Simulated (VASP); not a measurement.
# Sb in VASP: a series of runs

Sb is run at these levels: PBE; tasks: single point, relaxation of cell and atoms.

Program: VASP 6.6.1. These are calculated values, not measurements. Logs are shortened: lines on timing, memory, paths and dates and some standing lists are left out, and cuts for length are marked.

## (1) The cell of the first run

The structure is cubic, space group Pm-3m (No. 221). The conventional cell has a = 3.110 Å, b = 3.110 Å, c = 3.110 Å, α = 90.00°, β = 90.00°, γ = 90.00°. Sb (site symmetry m-3m) has 6 Sb at 3.11 Å within 4.1 Å.

## (2) Single point, PBE

Contents of INCAR:

```
ALGO = Normal ; EDIFF = 1E-7
ENCUT = 520 ; GGA = PE
ISIF = 2 ; ISMEAR = 0
LASPH = True ; LCHARG = True
LELF = True ; LREAL = False
LVHAR = True ; LWAVE = False
NBANDS = 8 ; NELM = 100
PREC = Accurate ; SIGMA = 0.1
```

Contents of KPOINTS:

```
k-points
0
Gamma
  18 18 18
```

Contents of POSCAR:

```
Sb
1.0
    3.1095642288      0.0000000000      0.0000000000
    0.0000000000      3.1095642288      0.0000000000
    0.0000000000      0.0000000000      3.1096477825
Sb
1
Direct
    0.0000000000      0.0000000000      0.5000000000
```

Potentials or basis: VASP PAW PBE potentials, release 64 (Sb).

Run with:

```
$ cat potpaw_PBE.64/Sb/POTCAR > POTCAR
$ mpirun -np 1 vasp_std > vasp.out
```

OUTCAR:

```text
EDIFF = 1E-7
   ENCUT = 520
   GGA = PE
   ISIF = 2
   ISMEAR = 0
   LASPH = True
   LREAL = False
   NELM = 100
   PREC = Accurate

 ion  position               nearest neighbor table
   1  0.000  0.000  0.500-

  LATTYP: Found a simple tetragonal cell.
 ALAT       =     3.1095642288
 C/A-ratio  =     1.0000268699

  Lattice vectors:

 A1 = (   3.1095642288,   0.0000000000,   0.0000000000)
 A2 = (   0.0000000000,   3.1095642288,   0.0000000000)
 A3 = (   0.0000000000,   0.0000000000,   3.1096477825)

Analysis of symmetry for initial positions (statically):
=====================================================================
 Subroutine PRICEL returns:
 Original cell was already a primitive cell.

 Routine SETGRP: Setting up the symmetry group for a
 simple tetragonal supercell.

 Subroutine GETGRP returns: Found 16 space group operations
 (whereof 16 operations were pure point group operations)
 out of a pool of 16 trial point group operations.

The static configuration has the point symmetry D_4h.

Analysis of symmetry for dynamics (positions and initial velocities):
=====================================================================
 Subroutine PRICEL returns:
 Original cell was already a primitive cell.

 Routine SETGRP: Setting up the symmetry group for a
 simple tetragonal supercell.

 Subroutine GETGRP returns: Found 16 space group operations
 (whereof 16 operations were pure point group operations)
 out of a pool of 16 trial point group operations.

The dynamic configuration has the point symmetry D_4h.

 Subroutine INISYM returns: Found 16 space group operations
 (whereof 16 operations are pure point group operations),
 and found     1 'primitive' translations

----------------------------------------------------------------------------------------

                                     Primitive cell

  volume of cell :      30.0684

  direct lattice vectors                    reciprocal lattice vectors
     3.109564229  0.000000000  0.000000000     0.321588469  0.000000000  0.000000000
     0.000000000  3.109564229  0.000000000     0.000000000  0.321588469  0.000000000
     0.000000000  0.000000000  3.109647783     0.000000000  0.000000000  0.321579828

  length of vectors
     3.109564229  3.109564229  3.109647783     0.321588469  0.321588469  0.321579828

  position of ions in fractional coordinates (direct lattice)
     0.000000000  0.000000000  0.500000000

  ion indices of the primitive-cell ions
   primitive index   ion index
                 1           1

----------------------------------------------------------------------------------------

 KPOINTS: k-points

Automatic generation of k-mesh.
 Grid dimensions read from file:
 generate k-points for:   18   18   18

 Generating k-lattice:

  Cartesian coordinates                     Fractional coordinates (reciprocal lattice)
     0.017866026  0.000000000  0.000000000     0.055555556  0.000000000  0.000000000
     0.000000000  0.017866026  0.000000000     0.000000000  0.055555556  0.000000000
     0.000000000  0.000000000  0.017865546     0.000000000  0.000000000  0.055555556

  Length of vectors
     0.017866026  0.017866026  0.017865546

  Shift w.r.t. Gamma in fractional coordinates (k-lattice)
     0.000000000  0.000000000  0.000000000

 Subroutine IBZKPT returns following result:
 ===========================================

 Found    550 irreducible k-points:

 Following reciprocal coordinates:
            Coordinates               Weight
  0.000000  0.000000  0.000000      1.000000
  0.055556  0.000000  0.000000      4.000000
  0.111111  0.000000  0.000000      4.000000
  0.166667  0.000000  0.000000      4.000000
  0.222222  0.000000  0.000000      4.000000
  0.277778  0.000000  0.000000      4.000000
[... 16 lines left out ...]
  0.277778  0.111111  0.000000      8.000000
  0.333333  0.111111  0.000000      8.000000
 [... further k-points ...]
   k-points           NKPTS =    550   k-points in BZ     NKDIM =    550   number of bands    NBANDS=      8
   number of dos      NEDOS =    301   number of ions     NIONS =      1
   total plane-waves  NPLWV =  13824
   dimension x,y,z NGX =    24 NGY =   24 NGZ =   24
   dimension x,y,z NGXF=    48 NGYF=   48 NGZF=   48
   ions per type =               1
   NGX,Y,Z   is equivalent  to a cutoff of  12.83, 12.83, 12.83 a.u.
   NGXF,Y,Z  is equivalent  to a cutoff of  25.66, 25.66, 25.66 a.u.
 SYSTEM =  unknown system
   PREC   = accura    normal or accurate (medium, high low for compatibility)
   ISTART =      0    job   : 0-new  1-cont  2-samecut
   ICHARG =      2    charge: 1-file 2-atom 10-const
   ISPIN  =      1    spin polarized calculation?
   LNONCOLLINEAR =      F non collinear calculations
   LSORBIT =      F    spin-orbit coupling
   LASPH  =      T    aspherical Exc in radial PAW
   ENCUT  =  520.0 eV  38.22 Ry    6.18 a.u.   5.78  5.78  5.78*2*pi/ulx,y,z
   NELM   =    100;   NELMIN=  2; NELMDL= -5     # of ELM steps
   EDIFF  = 0.1E-06   stopping-criterion for ELM
   LREAL  =      F    real-space projection
   EDIFFG = 0.1E-05   stopping-criterion for IOM
   NSW    =      0    number of steps for IOM
   IBRION =     -1    ionic relax: 0-MD 1-quasi-New 2-CG
   NFREE  =      0    steps in history (QN), initial steepest desc. (CG)
   ISIF   =      2    stress and relaxation
   ISYM   =      2    0-nonsym 1-usesym 2-fastsym
   POTIM  = 0.5000    time-step for ionic-motion
   TEBEG  =    0.0;   TEEND  =   0.0 temperature during run
   PSTRESS=    0.0 pullay stress
   NELECT =       5.0000    total number of electrons
   NUPDOWN=      -1.0000    fix difference up-down
   EMIN   =  10.00;   EMAX   =-10.00  energy-range for DOS
   EFERMI =   0.00;   METHOD = LEGACY
   ISMEAR =     0;   SIGMA  =   0.10  broadening in eV -4-tet -1-fermi 0-gaus
   EFERMI_NEDOS =   21; number of points for ismear=-14 and -15
   IALGO  =     38    algorithm
   IMIX   =      4    mixing-type and parameters
     AMIX     =   0.40;   BMIX     =  1.00
     AMIX_MAG =   1.60;   BMIX_MAG =  1.00
  volume/ion in A,a.u.               =      30.07       202.91
  Fermi-wavevector in a.u.,A,eV,Ry     =   0.900246  1.701219 11.026755  0.810444
  Thomas-Fermi vector in A             =   2.023180
   LORBIT       =      0    0 simple, 1 ext, 2 COOP (PROOUT), +10 PAW based schemes
   GGA     = PE    functional components
   LHFCALC =     F    Hartree Fock is set to
   AEXX    =    0.0000 exact exchange contribution
   IVDW    =     0    specifies the selected vdW correction
   LEPSILON=     F    determine dielectric tensor
   LRPA    =     F    only Hartree local field effects (RPA)
 non-spin polarized calculation
 Gauss-broadening in eV      SIGMA  =   0.10
  energy-cutoff  :      520.00
  volume of cell :       30.07
 maximum number of plane-waves:       840
 NGX is ok and might be reduce to    24
   NGX = 11   NGY = 11   NGZ = 11

 number of electron       4.9999999 magnetization

 Free energy of the ion-electron system (eV)
  ---------------------------------------------------
  ext. energy  EPLUGINS =         0.00000000
  ---------------------------------------------------
  free energy    TOTEN  =        -4.09388767 eV

  energy without entropy =       -4.09147447  energy(sigma->0) =       -4.09268107

 E-fermi :   7.0662     XC(G=0):  -9.5901

 val. band max:        7.0593642888   @ k =   0.1667   0.0000   0.0000
 cond. band min:       7.1011007473   @ k =   0.0556   0.0000   0.1667
 fundamental gap:      0.0417364585
 Fermi energy:         7.0661726145

 k-point     1 :       0.0000    0.0000    0.0000
  band No.  band energies     occupation
      1      -5.2896      2.00000
      2      10.2822      0.00000
      3      10.2829      0.00000
      4      10.2829      0.00000
      5      13.9469      0.00000
      6      13.9473      0.00000
      7      15.2500      0.00000
      8      24.6264      0.00000

 k-point     2 :       0.0556    0.0000    0.0000
  band No.  band energies     occupation
      1      -5.2452      2.00000
      2       9.6713      0.00000
      3      10.3260      0.00000
      4      10.3267      0.00000
      5      13.9824      0.00000
      6      14.3588      0.00000
      7      15.5486      0.00000
      8      24.1662      0.00000

 k-point     3 :       0.1111    0.0000    0.0000
  band No.  band energies     occupation
      1      -5.1127      2.00000
      2       8.4279      0.00000
      3      10.4555      0.00000
      4      10.4562      0.00000
      5      14.0881      0.00000
      6      14.7874      0.00000
      7      16.6551      0.00000
      8      23.2913      0.00000

 k-point     4 :       0.1667    0.0000    0.0000
  band No.  band energies     occupation
      1      -4.8944      2.00000
      2       7.0594      1.07671
      3      10.6645      0.00000
      4      10.6653      0.00000
      5      14.2630      0.00000
      6      15.0656      0.00000
      7      18.2142      0.00000
      8      22.3353      0.00000

 k-point     5 :       0.2222    0.0000    0.0000
  band No.  band energies     occupation
      1      -4.5959      2.00000
      2       5.7184      2.00000
      3      10.9417      0.00000
      4      10.9425      0.00000
      5      14.5046      0.00000
      6      15.3657      0.00000
      7      19.8422      0.00000
      8      21.3865      0.00000
[... 177 lines left out ...]
 k-point    22 :       0.2222    0.1111    0.0000
  band No.  band energies     occupation
      1      -4.4186      2.00000
      2       5.8869      2.00000
      3       9.1039      0.00000
      4      11.1164      0.00000
      5      15.0127      0.00000
      6      16.9186      0.00000
      7      19.0003      0.00000
      8      20.3694      0.00000

 k-point    23 :       0.2778    0.1111    0.0000
  band No.  band energies     occupation
      1      -4.0498      2.00000
      2       4.6354      2.00000
      3       9.4426      0.00000
      4      11.4438      0.00000
      5      15.3323      0.00000
      6      16.9480      0.00000
      7      18.5000      0.00000
      8      20.6196      0.00000

 k-point    24 :       0.3333    0.1111    0.0000
  band No.  band energies     occupation
      1      -3.6319      2.00000
      2       3.5151      2.00000
      3       9.8139      0.00000
      4      11.7915      0.00000
      5      15.6943      0.00000
      6      16.5986      0.00000
      7      18.3505      0.00000
      8      19.8237      0.00000

 [... further k-points ...]

------------------------ aborting loop because EDIFF is reached ----------------------------------------

  FORCE on cell =-STRESS in cart. coord.  units (eV):
  Direction    XX          YY          ZZ          XY          YZ          ZX
  --------------------------------------------------------------------------------------
  -------------------------------------------------------------------------------------
  Total       -0.0054299     -0.0054299     -0.0060440      0.0000000     -0.0000000      0.0000000
  in kB       -0.2893277     -0.2893277     -0.3220492      0.0000000     -0.0000000      0.0000000
  external PRESSURE =      -0.3002348 kB  Pullay stress =       0.0000000 kB

 VOLUME and BASIS-vectors are now :
 -----------------------------------------------------------------------------
  energy-cutoff  :      520.00
  volume of cell :       30.07
      direct lattice vectors                 reciprocal lattice vectors
     3.109564229  0.000000000  0.000000000     0.321588469  0.000000000  0.000000000
     0.000000000  3.109564229  0.000000000     0.000000000  0.321588469  0.000000000
     0.000000000  0.000000000  3.109647783     0.000000000  0.000000000  0.321579828

 POSITION                                       TOTAL-FORCE (eV/Angst)
 -----------------------------------------------------------------------------------
      0.00000      0.00000      1.55482         0.000000      0.000000      0.000000
 -----------------------------------------------------------------------------------
    total drift:                                0.000000      0.000000     -0.000000

  FREE ENERGIE OF THE ION-ELECTRON SYSTEM (eV)
  ---------------------------------------------------
  free  energy   TOTEN  =        -4.0938876724 eV

  energy  without entropy=       -4.0914744691  energy(sigma->0) =       -4.09268107
```

It took 33 s on 1 thread of AMD EPYC 9R45 (Zen 5), shared host; peak memory 0.22 GiB.

Results:

```yaml
Free_energy: -4.0939 eV
Pressure: 0.0 GPa
```

Caveat: spin-orbit coupling is left out, which moves the levels of the heavy elements.

## (3) Single point, PBE

Contents of INCAR:

```
PREC = Accurate ; ENCUT = 520
EDIFF = 1E-7 ; ISMEAR = 0
SIGMA = 0.1 ; LREAL = False
LASPH = True ; NELM = 100
ALGO = Normal ; ISIF = 2
LWAVE = False ; LCHARG = False
GGA = PE ; NBANDS = 8
```

Contents of KPOINTS:

```
Automatic mesh
0
Gamma
  18 18 18
```

POSCAR is that of step 2.

Potentials or basis: VASP PAW PBE potentials, release 64 (Sb).

Run with:

```
$ cat potpaw_PBE.64/Sb/POTCAR > POTCAR
$ mpirun -np 1 vasp_std > vasp.out
```

OUTCAR:

```text
PREC = Accurate
   ENCUT = 520
   EDIFF = 1E-7
   ISMEAR = 0
   LREAL = False
   LASPH = True
   NELM = 100
   ISIF = 2
   GGA = PE

 ion  position               nearest neighbor table
   1  0.000  0.000  0.500-

  LATTYP: Found a simple tetragonal cell.
 ALAT       =     3.1095642288
 C/A-ratio  =     1.0000268699

  Lattice vectors:

 A1 = (   3.1095642288,   0.0000000000,   0.0000000000)
 A2 = (   0.0000000000,   3.1095642288,   0.0000000000)
 A3 = (   0.0000000000,   0.0000000000,   3.1096477825)

Analysis of symmetry for initial positions (statically):
=====================================================================
 Subroutine PRICEL returns:
 Original cell was already a primitive cell.

 Routine SETGRP: Setting up the symmetry group for a
 simple tetragonal supercell.

 Subroutine GETGRP returns: Found 16 space group operations
 (whereof 16 operations were pure point group operations)
 out of a pool of 16 trial point group operations.

The static configuration has the point symmetry D_4h.

Analysis of symmetry for dynamics (positions and initial velocities):
=====================================================================
 Subroutine PRICEL returns:
 Original cell was already a primitive cell.

 Routine SETGRP: Setting up the symmetry group for a
 simple tetragonal supercell.

 Subroutine GETGRP returns: Found 16 space group operations
 (whereof 16 operations were pure point group operations)
 out of a pool of 16 trial point group operations.

The dynamic configuration has the point symmetry D_4h.

 Subroutine INISYM returns: Found 16 space group operations
 (whereof 16 operations are pure point group operations),
 and found     1 'primitive' translations

----------------------------------------------------------------------------------------

                                     Primitive cell

[... 109 lines left out ...]
  volume/ion in A,a.u.               =      30.07       202.91
  Fermi-wavevector in a.u.,A,eV,Ry     =   0.900246  1.701219 11.026755  0.810444
  Thomas-Fermi vector in A             =   2.023180
   LORBIT       =      0    0 simple, 1 ext, 2 COOP (PROOUT), +10 PAW based schemes
   GGA     = PE    functional components
   LHFCALC =     F    Hartree Fock is set to
   AEXX    =    0.0000 exact exchange contribution
   IVDW    =     0    specifies the selected vdW correction
   LEPSILON=     F    determine dielectric tensor
   LRPA    =     F    only Hartree local field effects (RPA)
 non-spin polarized calculation
 Gauss-broadening in eV      SIGMA  =   0.10
  energy-cutoff  :      520.00
  volume of cell :       30.07
 maximum number of plane-waves:       840
 NGX is ok and might be reduce to    24
   NGX = 11   NGY = 11   NGZ = 11

 number of electron       4.9999999 magnetization

 Free energy of the ion-electron system (eV)
  ---------------------------------------------------
  ext. energy  EPLUGINS =         0.00000000
  ---------------------------------------------------
  free energy    TOTEN  =        -4.09388767 eV

  energy without entropy =       -4.09147447  energy(sigma->0) =       -4.09268107

 E-fermi :   7.0662     XC(G=0):  -9.5901

 val. band max:        7.0593642888   @ k =   0.1667   0.0000   0.0000
 cond. band min:       7.1011007473   @ k =   0.0556   0.0000   0.1667
 fundamental gap:      0.0417364585
 Fermi energy:         7.0661726145

 k-point     1 :       0.0000    0.0000    0.0000
  band No.  band energies     occupation
      1      -5.2896      2.00000
      2      10.2822      0.00000
      3      10.2829      0.00000
      4      10.2829      0.00000
      5      13.9469      0.00000
      6      13.9473      0.00000
      7      15.2500      0.00000
      8      24.6264      0.00000
[... 243 lines left out ...]
 k-point    24 :       0.3333    0.1111    0.0000
  band No.  band energies     occupation
      1      -3.6319      2.00000
      2       3.5151      2.00000
      3       9.8139      0.00000
      4      11.7915      0.00000
      5      15.6943      0.00000
      6      16.5986      0.00000
      7      18.3505      0.00000
      8      19.8237      0.00000

 [... further k-points ...]

------------------------ aborting loop because EDIFF is reached ----------------------------------------

  FORCE on cell =-STRESS in cart. coord.  units (eV):
  Direction    XX          YY          ZZ          XY          YZ          ZX
  --------------------------------------------------------------------------------------
  -------------------------------------------------------------------------------------
  Total       -0.0054299     -0.0054299     -0.0060440      0.0000000     -0.0000000      0.0000000
  in kB       -0.2893277     -0.2893277     -0.3220492      0.0000000     -0.0000000      0.0000000
  external PRESSURE =      -0.3002348 kB  Pullay stress =       0.0000000 kB

 VOLUME and BASIS-vectors are now :
 -----------------------------------------------------------------------------
  energy-cutoff  :      520.00
  volume of cell :       30.07
      direct lattice vectors                 reciprocal lattice vectors
     3.109564229  0.000000000  0.000000000     0.321588469  0.000000000  0.000000000
     0.000000000  3.109564229  0.000000000     0.000000000  0.321588469  0.000000000
     0.000000000  0.000000000  3.109647783     0.000000000  0.000000000  0.321579828

 POSITION                                       TOTAL-FORCE (eV/Angst)
 -----------------------------------------------------------------------------------
      0.00000      0.00000      1.55482         0.000000      0.000000      0.000000
 -----------------------------------------------------------------------------------
    total drift:                                0.000000      0.000000     -0.000000

  FREE ENERGIE OF THE ION-ELECTRON SYSTEM (eV)
  ---------------------------------------------------
  free  energy   TOTEN  =        -4.0938876724 eV

  energy  without entropy=       -4.0914744691  energy(sigma->0) =       -4.09268107
```

stdout:

```text
POSCAR found type information on POSCAR Sb
 POSCAR found :  1 types and       1 ions
 scaLAPACK will be used
 LDA part: xc-table for (Slater+PW92), standard interpolation
 POSCAR, INCAR and KPOINTS ok, starting setup
 FFT: planning ... GRIDC
 FFT: planning ... GRID_SOFT
 FFT: planning ... GRID
 WAVECAR not read
 entering main loop
```

It took 34 s on 1 thread of AMD EPYC 9R45 (Zen 5), shared host; peak memory 0.22 GiB.

What came out:

| Property | Result |
| --- | --- |
| Free energy | -4.0939 eV |
| Pressure | 0.0 GPa |

Levels at points of the mesh, in eV from the Fermi level:
```csv
k point,band 1,band 2,band 3,band 4,band 5,band 6,band 7,band 8
"(0.00, 0.00, 0.00)",-12.36,3.22,3.22,3.22,6.88,6.88,8.18,17.56
"(0.50, 0.00, 0.00)",-9.97,-5.55,5.20,5.20,8.95,10.55,11.39,11.39
"(0.50, 0.50, 0.00)",-7.43,-3.53,-3.53,2.18,7.21,12.74,13.20,13.20
"(0.00, 0.00, 0.50)",-9.97,-5.55,5.20,5.20,8.95,10.55,11.39,11.39
"(0.50, 0.00, 0.50)",-7.43,-3.53,-3.53,2.18,7.21,12.74,13.20,13.20
"(0.50, 0.50, 0.50)",-4.61,-1.63,-1.63,-1.63,4.81,4.81,4.81,6.94
```

Caveat: spin-orbit coupling is left out, which moves the levels of the heavy elements.

(Part 1 of 2 ends here.)
